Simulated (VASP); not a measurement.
# BN (F-43m) in VASP: further runs

BN is run at these levels: PBEsol; tasks: single point, relaxation of cell and atoms.

Everything below comes from runs of VASP 6.6.1. Logs are shortened: lines on timing, memory, paths and dates and some standing lists are left out, and cuts for length are marked.

**1. The cell of the first run**

Symmetry: F-43m, No. 216, cubic system. The conventional cell has a = 3.606 Å, b = 3.606 Å, c = 3.606 Å, α = 90.00°, β = 90.00°, γ = 90.00°. Within 2.1 Å of B (site symmetry -43m) lie 4 N at 1.56 Å. N (site symmetry -43m) has 4 B at 1.56 Å within 2.1 Å.

**2. Single point, PBEsol**

INCAR

```
ALGO = Normal ; EDIFF = 1E-7
ENCUT = 520 ; GGA = PS
ISIF = 2 ; ISMEAR = 0
LASPH = True ; LCHARG = False
LREAL = False ; LWAVE = False
NBANDS = 11 ; NELM = 80
PREC = Accurate ; SIGMA = 0.1
```

KPOINTS

```
k-points
0
Gamma
  8 8 8
```

POSCAR

```
BN
1.0
    0.0000000000      1.8028427264      1.8028427264
    1.8028427264      0.0000000000      1.8028427264
    1.8028427264      1.8028427264      0.0000000000
B N
1 1
Direct
    0.0000000000      0.0000000000      0.0000000000
    0.7500000000      0.7500000000      0.7500000000
```

Potentials or basis: VASP PAW PBE potentials, release 64 (B, N).

The run is started by

```
> cat potpaw_PBE.64/B/POTCAR potpaw_PBE.64/N/POTCAR > POTCAR
> mpirun -np 1 vasp_std > vasp.out
```

OUTCAR:

```text
EDIFF = 1E-7
   ENCUT = 520
   GGA = PS
   ISIF = 2
   ISMEAR = 0
   LASPH = True
   LREAL = False
   NELM = 80
   PREC = Accurate

 ion  position               nearest neighbor table
   1  0.000  0.000  0.000-   2 1.56   2 1.56   2 1.56   2 1.56
   2  0.750  0.750  0.750-   1 1.56   1 1.56   1 1.56   1 1.56

  LATTYP: Found a face centered cubic cell.
 ALAT       =     3.6056854528

  Lattice vectors:

 A1 = (   0.0000000000,   1.8028427264,   1.8028427264)
 A2 = (   1.8028427264,   0.0000000000,   1.8028427264)
 A3 = (   1.8028427264,   1.8028427264,   0.0000000000)

Analysis of symmetry for initial positions (statically):
=====================================================================
 Subroutine PRICEL returns:
 Original cell was already a primitive cell.

 Routine SETGRP: Setting up the symmetry group for a
 face centered cubic supercell.

 Subroutine GETGRP returns: Found 24 space group operations
 (whereof 24 operations were pure point group operations)
 out of a pool of 48 trial point group operations.

The static configuration has the point symmetry T_d .

Analysis of symmetry for dynamics (positions and initial velocities):
=====================================================================
 Subroutine PRICEL returns:
 Original cell was already a primitive cell.

 Routine SETGRP: Setting up the symmetry group for a
 face centered cubic supercell.

 Subroutine GETGRP returns: Found 24 space group operations
 (whereof 24 operations were pure point group operations)
 out of a pool of 48 trial point group operations.

The dynamic configuration has the point symmetry T_d .

 Subroutine INISYM returns: Found 24 space group operations
 (whereof 24 operations are pure point group operations),
 and found     1 'primitive' translations

----------------------------------------------------------------------------------------

                                     Primitive cell

  volume of cell :      11.7193

  direct lattice vectors                    reciprocal lattice vectors
     0.000000000  1.802842726  1.802842726    -0.277339777  0.277339777  0.277339777
     1.802842726  0.000000000  1.802842726     0.277339777 -0.277339777  0.277339777
     1.802842726  1.802842726  0.000000000     0.277339777  0.277339777 -0.277339777

  length of vectors
     2.549604635  2.549604635  2.549604635     0.480366585  0.480366585  0.480366585

  position of ions in fractional coordinates (direct lattice)
     0.000000000  0.000000000  0.000000000
     0.750000000  0.750000000  0.750000000

  ion indices of the primitive-cell ions
   primitive index   ion index
                 1           1
                 2           2

----------------------------------------------------------------------------------------

 KPOINTS: k-points

Automatic generation of k-mesh.
 Grid dimensions read from file:
 generate k-points for:    8    8    8

 Generating k-lattice:

  Cartesian coordinates                     Fractional coordinates (reciprocal lattice)
    -0.034667472  0.034667472  0.034667472     0.125000000  0.000000000  0.000000000
     0.034667472 -0.034667472  0.034667472     0.000000000  0.125000000  0.000000000
     0.034667472  0.034667472 -0.034667472     0.000000000  0.000000000  0.125000000

  Length of vectors
     0.060045823  0.060045823  0.060045823

  Shift w.r.t. Gamma in fractional coordinates (k-lattice)
     0.000000000  0.000000000  0.000000000

 Subroutine IBZKPT returns following result:
 ===========================================

 Found     29 irreducible k-points:

 Following reciprocal coordinates:
            Coordinates               Weight
  0.000000  0.000000  0.000000      1.000000
  0.125000  0.000000  0.000000      8.000000
  0.250000  0.000000  0.000000      8.000000
  0.375000  0.000000  0.000000      8.000000
  0.500000  0.000000  0.000000      4.000000
  0.125000  0.125000  0.000000      6.000000
[... 16 lines left out ...]
  0.500000  0.250000  0.125000     48.000000
 -0.375000  0.250000  0.125000     24.000000
 [... further k-points ...]
   k-points           NKPTS =     29   k-points in BZ     NKDIM =     29   number of bands    NBANDS=     11
   number of dos      NEDOS =    301   number of ions     NIONS =      2
   total plane-waves  NPLWV =   8000
   dimension x,y,z NGX =    20 NGY =   20 NGZ =   20
   dimension x,y,z NGXF=    40 NGYF=   40 NGZF=   40
   ions per type =               1   1
   NGX,Y,Z   is equivalent  to a cutoff of  13.04, 13.04, 13.04 a.u.
   NGXF,Y,Z  is equivalent  to a cutoff of  26.08, 26.08, 26.08 a.u.
 SYSTEM =  unknown system
   PREC   = accura    normal or accurate (medium, high low for compatibility)
   ISTART =      0    job   : 0-new  1-cont  2-samecut
   ICHARG =      2    charge: 1-file 2-atom 10-const
   ISPIN  =      1    spin polarized calculation?
   LNONCOLLINEAR =      F non collinear calculations
   LSORBIT =      F    spin-orbit coupling
[... 62 lines left out ...]
      3       7.4587      2.00000
      4       7.4587      2.00000
      5      16.2564      0.00000
      6      16.2564      0.00000
      7      16.2564      0.00000
      8      17.8513      0.00000
      9      32.1137      0.00000
     10      35.2431      0.00000
     11      35.2431      0.00000

 k-point     2 :       0.1250    0.0000    0.0000
  band No.  band energies     occupation
      1     -12.4994      2.00000
      2       5.5595      2.00000
      3       7.0722      2.00000
      4       7.0722      2.00000
      5      16.6337      0.00000
      6      16.8346      0.00000
      7      16.8346      0.00000
      8      19.0384      0.00000
      9      31.5786      0.00000
     10      32.0076      0.00000
     11      32.0076      0.00000

 k-point     3 :       0.2500    0.0000    0.0000
  band No.  band energies     occupation
      1     -11.3845      2.00000
      2       1.9150      2.00000
      3       6.3148      2.00000
      4       6.3148      2.00000
      5      17.1179      0.00000
      6      17.7849      0.00000
      7      17.7849      0.00000
      8      21.0403      0.00000
      9      30.6978      0.00000
     10      30.9542      0.00000
     11      30.9542      0.00000

 k-point     4 :       0.3750    0.0000    0.0000
  band No.  band energies     occupation
      1      -9.7290      2.00000
      2      -1.5854      2.00000
      3       5.7131      2.00000
      4       5.7131      2.00000
      5      17.5069      0.00000
      6      18.1294      0.00000
      7      18.1294      0.00000
      8      22.2509      0.00000
      9      30.5402      0.00000
     10      32.5173      0.00000
     11      32.5173      0.00000

 k-point     5 :       0.5000    0.0000    0.0000
  band No.  band energies     occupation
      1      -8.5768      2.00000
      2      -3.3915      2.00000
      3       5.4948      2.00000
      4       5.4948      2.00000
      5      17.6520      0.00000
      6      18.1222      0.00000
      7      18.1222      0.00000
      8      22.6128      0.00000
      9      30.7540      0.00000
     10      34.3000      0.00000
     11      34.3196      0.00000
[... 211 lines left out ...]
 k-point    21 :       0.5000    0.5000    0.0000
  band No.  band energies     occupation
      1      -7.1879      2.00000
      2      -1.5571      2.00000
      3       2.4808      2.00000
      4       2.4808      2.00000
      5      11.7433      0.00000
      6      16.5929      0.00000
      7      25.4548      0.00000
      8      25.4548      0.00000
      9      28.2131      0.00000
     10      34.7618      0.00000
     11      41.0612      0.00000

 k-point    22 :       0.3750    0.2500    0.1250
  band No.  band energies     occupation
      1     -10.4333      2.00000
      2       1.7013      2.00000
      3       3.4577      2.00000
      4       5.4102      2.00000
      5      15.9641      0.00000
      6      19.3049      0.00000
      7      20.0701      0.00000
      8      20.8048      0.00000
      9      26.8239      0.00000
     10      33.0798      0.00000
     11      34.7970      0.00000

 k-point    23 :       0.5000    0.2500    0.1250
  band No.  band energies     occupation
      1      -8.8833      2.00000
      2      -0.8675      2.00000
      3       2.6437      2.00000
      4       4.4640      2.00000
      5      16.7570      0.00000
      6      18.7960      0.00000
      7      21.2542      0.00000
      8      22.1059      0.00000
      9      27.4433      0.00000
     10      32.6669      0.00000
     11      34.9343      0.00000

 k-point    24 :      -0.3750    0.2500    0.1250
  band No.  band energies     occupation
      1      -7.8603      2.00000
      2      -2.3836      2.00000
      3       2.5773      2.00000
      4       3.9495      2.00000
      5      16.9267      0.00000
      6      18.6355      0.00000
      7      21.8991      0.00000
      8      23.2568      0.00000
      9      26.7899      0.00000
     10      33.3142      0.00000
     11      34.9196      0.00000

 [... further k-points ...]

------------------------ aborting loop because EDIFF is reached ----------------------------------------

  FORCE on cell =-STRESS in cart. coord.  units (eV):
  Direction    XX          YY          ZZ          XY          YZ          ZX
  --------------------------------------------------------------------------------------
  -------------------------------------------------------------------------------------
  Total        0.0456968      0.0456968      0.0456968     -0.0000000     -0.0000000     -0.0000000
  in kB        6.2473036      6.2473036      6.2473036     -0.0000000     -0.0000000     -0.0000000
  external PRESSURE =       6.2473036 kB  Pullay stress =       0.0000000 kB

 VOLUME and BASIS-vectors are now :
 -----------------------------------------------------------------------------
  energy-cutoff  :      520.00
  volume of cell :       11.72
      direct lattice vectors                 reciprocal lattice vectors
     0.000000000  1.802842726  1.802842726    -0.277339777  0.277339777  0.277339777
     1.802842726  0.000000000  1.802842726     0.277339777 -0.277339777  0.277339777
     1.802842726  1.802842726  0.000000000     0.277339777  0.277339777 -0.277339777

 POSITION                                       TOTAL-FORCE (eV/Angst)
 -----------------------------------------------------------------------------------
      0.00000      0.00000      0.00000        -0.000000     -0.000000     -0.000000
      2.70426      2.70426      2.70426         0.000000      0.000000      0.000000
 -----------------------------------------------------------------------------------
    total drift:                               -0.000000     -0.000000     -0.000000

  FREE ENERGIE OF THE ION-ELECTRON SYSTEM (eV)
  ---------------------------------------------------
  free  energy   TOTEN  =       -18.3465730425 eV

  energy  without entropy=      -18.3465730425  energy(sigma->0) =      -18.34657304
```

It took 3.3 s on 1 thread of Intel Xeon Platinum 8488C (Sapphire Rapids), shared host; peak memory 0.12 GiB.

What came out:

- Free energy: -18.3466 eV
- Pressure: 0.6 GPa
- Band gap on the k mesh: 4.28 eV, indirect (least direct gap 8.80 eV)

Caveat: the PAW data sets were made with another functional, which shifts forces and pressure a little. A hybrid or GW would open this gap; PBEsol tends to underestimate it.

**3. Single point, PBEsol**

INCAR

```
SYSTEM = BN
ALGO     = Normal         ! electronic algorithm
EDIFF    = 1E-6           ! SCF threshold, eV
ENCUT    = 520            ! plane-wave cutoff, eV
GGA      = PS             ! functional
ISIF     = 2              ! what is computed and relaxed
ISMEAR   = 0              ! smearing method
LASPH    = .TRUE.         ! aspherical terms in the spheres
LCHARG   = .TRUE.         ! write CHGCAR
LELF     = .TRUE.         ! ELF
LREAL    = .FALSE.        ! projectors in reciprocal space
LVHAR    = .TRUE.       
LWAVE    = .FALSE.        ! write WAVECAR
NBANDS   = 11             ! bands
NELM     = 60             ! most SCF steps
PREC     = Accurate       ! precision mode
SIGMA    = 0.02           ! smearing width, eV
```

KPOINTS

```
k-points
0
G
  12 12 12
  0 0 0
```

POSCAR is that of step 2.

Potentials or basis: VASP PAW PBE potentials, release 64 (B, N).

The run is started by

```
> cat potpaw_PBE.64/B/POTCAR potpaw_PBE.64/N/POTCAR > POTCAR
> mpirun -np 1 vasp_std > vasp.out
```

It took 5.7 s on 1 thread of Intel Xeon Platinum 8488C (Sapphire Rapids), shared host; peak memory 0.12 GiB.

It converged, with:

```
Free energy            : -18.3468 eV
Pressure               : 0.6 GPa
Band gap on the k mesh : 4.28 eV, indirect (least direct gap 8.80 eV)
```

Levels at points of the mesh, in eV from the valence-band top:
```csv
k point,band 1,band 2,band 3,band 4,band 5,band 6,band 7,band 8
"(0.00, 0.00, 0.00)",-20.34,0.00,0.00,0.00,8.80,8.80,8.80,10.39
"(0.50, 0.00, 0.00)",-16.04,-10.85,-1.96,-1.96,10.19,10.66,10.66,15.15
"(0.50, 0.50, 0.00)",-14.65,-9.02,-4.98,-4.98,4.28,9.13,18.00,18.00
```

Caveat: the PAW data sets were made with another functional, which shifts forces and pressure a little. A k mesh can miss the band edges.

**4. Relaxation of cell and atoms, PBEsol**

This run uses another cell than the first one, of 9.85 Å³/atom, 1.682 times its volume.

INCAR

```
SYSTEM = BN
PREC = Accurate ; ENCUT = 600
EDIFF = 1E-6 ; ISMEAR = 0
SIGMA = 0.1 ; LREAL = .False.
LASPH = .True. ; NELM = 80
ALGO = Normal ; ISIF = 3
LWAVE = .False. ; LCHARG = .False.
GGA = PS ; IBRION = 2
NSW = 80 ; EDIFFG = -0.05
```

KPOINTS

```
Automatic mesh
0
Gamma
  8 8 8
  0 0 0
```

POSCAR

```
BN
1.0
    0.0000000000      2.1439475948      2.1439475948
    2.1439475948      0.0000000000      2.1439475948
    2.1439475948      2.1439475948      0.0000000000
B N
1 1
Direct
    0.0000000000      0.0000000000      0.0000000000
    0.7500000000      0.7500000000      0.7500000000
```

The run is started by

```
> cat potpaw_PBE.64/B/POTCAR potpaw_PBE.64/N/POTCAR > POTCAR
> mpirun -np 1 vasp_std > vasp.out
```

Wall time 7.5 s (1 thread of Intel Xeon Platinum 8488C (Sapphire Rapids), shared host); peak memory 0.12 GiB.

The run converged. Its results:

```yaml
Free_energy: -18.3651 eV
Relaxed_volume: 5.85 Å³/atom
Relaxed_cell: a = 2.548 Å, b = 2.548 Å, c = 2.548 Å, α = 60.00°, β = 60.00°, γ = 60.00°
Space_group_after_relaxing_to_0.05_Å: F-43m (No. 216)
Energy_gained_by_relaxing: 1408.6 meV/atom
Ionic_steps: 4
Pressure_after_relaxing: 1.3 GPa
Band_gap_on_the_k_mesh: 4.28 eV, indirect (least direct gap 8.80 eV)
```

The path:
| step | energy change (eV) | largest force (eV/Å) | pressure (GPa) | volume (Å³) |
| --- | --- | --- | --- | --- |
| 1 | 0.0000 | 0.0000 | -74.11 | 19.71 |
| 2 | -1.9899 | 0.0000 | 132.36 | 9.36 |
| 3 | -2.8164 | 0.0000 | -2.97 | 11.83 |
| 4 | -2.8171 | 0.0000 | 1.32 | 11.70 |

Final structure:
```
B N
1.0
     0.00000    1.80197    1.80197
     1.80197    0.00000    1.80197
     1.80197    1.80197    0.00000
B N
1 1
Direct
  0.00000 0.00000 0.00000
  0.75000 0.75000 0.75000
```

Levels at points of the mesh, in eV from the valence-band top:
```
           k point  band 1  band 2  band 3  band 4  band 5  band 6  band 7  band 8
(0.00, 0.00, 0.00)  -20.36    0.00    0.00    0.00    8.80    8.80    8.80   10.42
(0.50, 0.00, 0.00)  -16.05  -10.87   -1.97   -1.97   10.21   10.67   10.67   15.17
(0.50, 0.50, 0.00)  -14.66   -9.03   -4.99   -4.99    4.28    9.14   18.02   18.02
```

Caveat: the volume moved by over 15 % at a fixed basis, so the end points are rough; the PAW data sets were made with another functional, which shifts forces and pressure a little. Expect the measured gap to be larger: semilocal functionals such as PBEsol lack the derivative discontinuity.

**5. Relaxation of cell and atoms, PBEsol**

INCAR

```
PREC = Accurate ; ENCUT = 600
EDIFF = 1E-7 ; ISMEAR = 0
SIGMA = 0.02 ; LREAL = F
LASPH = T ; NELM = 60
ALGO = Normal ; ISIF = 3
LWAVE = F ; LCHARG = F
GGA = PS ; IBRION = 2
NSW = 80 ; EDIFFG = -0.01
```

KPOINTS

```
Automatic mesh
0
Gamma
  12 12 12
```

POSCAR

```
BN
1.0
    0.0000000000      1.8028427264      1.8028427264
    1.8028427264      0.0000000000      1.8028427264
    1.8028427264      1.8028427264      0.0000000000
B N
1 1
Direct
    0.0000000000      0.0000000000      0.0000000000
    0.7500000000      0.7500000000      0.7500000000
```

The run is started by

```
> cat potpaw_PBE.64/B/POTCAR potpaw_PBE.64/N/POTCAR > POTCAR
> mpirun -np 1 vasp_std > vasp.out
```

Run time: 8.7 s. Hardware: 1 thread of Intel Xeon Platinum 8488C (Sapphire Rapids), shared host; peak memory 0.12 GiB.

The run converged. Its results:

| Quantity | Value |
| --- | --- |
| Free energy | -18.3507 eV |
| Relaxed volume | 5.86 Å³/atom |
| Relaxed cell | a = 2.550 Å, b = 2.550 Å, c = 2.550 Å, α = 60.00°, β = 60.00°, γ = 60.00° |
| Space group after relaxing (to 0.05 Å) | F-43m (No. 216) |
| Energy gained by relaxing | 0.0 meV/atom |
| Ionic steps | 3 |
| Pressure after relaxing | 0.0 GPa |
| Band gap on the k mesh | 4.28 eV, indirect (least direct gap 8.79 eV) |

Final structure:
```cif
data_structure
_symmetry_space_group_name_H-M 'P 1'
_symmetry_Int_Tables_number 1
_cell_length_a 2.5503
_cell_length_b 2.5503
_cell_length_c 2.5503
_cell_angle_alpha 60.000
_cell_angle_beta 60.000
_cell_angle_gamma 60.000
_cell_volume 11.73
loop_
_atom_site_label
_atom_site_type_symbol
_atom_site_fract_x
_atom_site_fract_y
_atom_site_fract_z
_atom_site_occupancy
B1 B 0.00000 0.00000 0.00000 1
N1 N 0.75000 0.75000 0.75000 1
```

Levels at points of the mesh, in eV from the valence-band top:
```tsv
k point	band 2	band 3	band 4	band 5	band 6	band 7
(0.00, 0.00, 0.00)	0.00	0.00	0.00	8.79	8.79	8.79
(0.50, 0.00, 0.00)	-10.84	-1.96	-1.96	10.18	10.66	10.66
(0.50, 0.50, 0.00)	-9.01	-4.97	-4.97	4.28	9.13	17.98
```

Caveat: the PAW data sets were made with another functional, which shifts forces and pressure a little. A k mesh can miss the band edges.

**6. The runs side by side**

| task | cell | k mesh | cutoff (eV) | smearing | gap on the mesh (eV) | pressure (GPa) |
| --- | --- | --- | --- | --- | --- | --- |
| single point | a = 2.550 Å, angles 60.0°, 2 atoms | 8 × 8 × 8 | 520 | gaussian 0.1 eV | 4.28 | 0.6 |
| single point | a = 2.550 Å, angles 60.0°, 2 atoms | 12 × 12 × 12 | 520 | gaussian 0.02 eV | 4.28 | 0.6 |
| relaxation of cell and atoms | relaxed from a = 3.032 Å, angles 60.0°, 2 atoms | 8 × 8 × 8 | 600 | gaussian 0.1 eV | 4.28 | 1.3 |
| relaxation of cell and atoms | relaxed from a = 2.550 Å, angles 60.0°, 2 atoms | 12 × 12 × 12 | 600 | gaussian 0.02 eV | 4.28 | 0.0 |

Alike in all rows: level PBEsol; potentials or basis VASP PAW PBE potentials, release 64 (B, N); no spin polarisation.

Caveats: the PAW data sets were made with another functional, which shifts forces and pressure a little; the volume moved by over 15 % at a fixed basis, so the end points are rough (some runs).

Total energies depend on the potentials used, so only differences within one code and one set of settings carry meaning.
